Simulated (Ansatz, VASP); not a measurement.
This is a calculation of ZrB2 for Ansatz 0.2.0.

input.yaml

```yaml
crystal:
  lattice:
    - [3.1052879646, 0.0, 0.0]
    - [-1.5526439823, 2.6892582634, 0.0]
    - [0.0, 0.0, 3.4608777221]
  atoms:
    - { symbol: Zr, position: [0.0, 0.0, 0.0] }
    - { symbol: B, position: [0.6666666667, 0.3333333333, 0.5] }
    - { symbol: B, position: [0.3333333333, 0.6666666667, 0.5] }
kpoints:
  mp_grid: { grid: [10, 10, 8] }
scf:
  occupations: { method: fermi_dirac, width: 0.05 }
hamiltonian:
  xc: lda
  pseudopotentials: { kind: all_electron, lapw: { basis_error: 0.002 } }
output:
  forces: true
  stress: true
  eigenvalues: true
```

Potentials or basis: all-electron LAPW, scalar-relativistic.

Run with:

```console
$ ansatz run input.yaml --threads 2 --pin off --max-ram 8192MiB --backend cpu --events-out ev --progress --plain --runs-dir out
```

Q: Translate it to VASP 6.6.1. Potentials there: VASP PAW LDA potentials, release 64 (Zr_sv, B).

A: As run (the cutoff follows the program's own potentials):

Contents of INCAR:

```
PREC = Accurate ; ENCUT = 520
EDIFF = 1E-7 ; ISMEAR = -1
SIGMA = 0.05 ; LREAL = False
LASPH = True ; NELM = 60
ALGO = Normal ; ISIF = 2
LWAVE = False ; LCHARG = False
GGA = CA ; NBANDS = 16
```

The input KPOINTS:

```
regular mesh
0
Gamma
  10 10 8
```

File POSCAR:

```
ZrB2
1.0
    3.1052879646      0.0000000000      0.0000000000
   -1.5526439823      2.6892582634      0.0000000000
    0.0000000000      0.0000000000      3.4608777221
Zr B
1 2
Direct
    0.0000000000      0.0000000000      0.0000000000
    0.6666666667      0.3333333333      0.5000000000
    0.3333333333      0.6666666667      0.5000000000
```

Potentials or basis: VASP PAW LDA potentials, release 64 (Zr_sv, B).

The run is started by

```console
$ cat potpaw_LDA.64/Zr_sv/POTCAR potpaw_LDA.64/B/POTCAR > POTCAR
$ mpirun -np 1 vasp_std > vasp.out
```

Both were run:

|  | VASP | Ansatz | Ansatz less VASP |
| --- | --- | --- | --- |
| gap on the k mesh at the Fermi level (eV) | none | none | - |
| pressure (GPa) | 7.6 | 7.1 | -0.55 |
| traceless stress, the component that is largest in VASP (GPa) | -0.13 | -0.14 | -0.009 |

LDA's correlation is that of Perdew and Zunger in VASP and of Perdew and Wang (1992) in Ansatz. A gap of «none» marks a metal or a gap that the smearing closes. Ansatz ran all-electron here, and VASP with PAW potentials.
